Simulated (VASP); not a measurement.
Runs of VASP 6.6.1 on BiTe. The structure is that of space group I4/mmm (No. 139), or close to it. The cells are those of the table. 

```tsv
cell	gap on the mesh (eV)	pressure (GPa)
a = 4.520, b = 4.520, c = 4.704 Å, angles 58.6, 58.6, 62.7°, 2 atoms	none	-1.0
a = 4.454, b = 4.454, c = 5.281 Å, angles 53.6, 53.6, 72.7°, 2 atoms	none	(a)
a = 4.659, b = 4.659, c = 4.432 Å, angles 61.6, 61.6, 56.8°, 2 atoms	none	-0.9
a = 5.095, b = 5.095, c = 3.997 Å, angles 66.9, 66.9, 46.2°, 2 atoms	none	12.7
```

Alike in all rows: task single point; level PBEsol; potentials or basis VASP PAW PBE potentials, release 64 (Bi_d, Te); no spin polarisation; k mesh 14 × 14 × 14; cutoff (eV) 520; smearing gaussian 0.15 eV.

Fill in the values left out.

(a) 24.5.

Caveats: the PAW data sets were made with another functional, which shifts forces and pressure a little; spin-orbit coupling is left out, which moves the levels of the heavy elements; the cell stands under pressure (at least some runs).

A k mesh can miss the band edges, and the runs leave out spin-orbit coupling on Bi, Te.

A gap of «none» marks levels without a gap at the run's occupations.
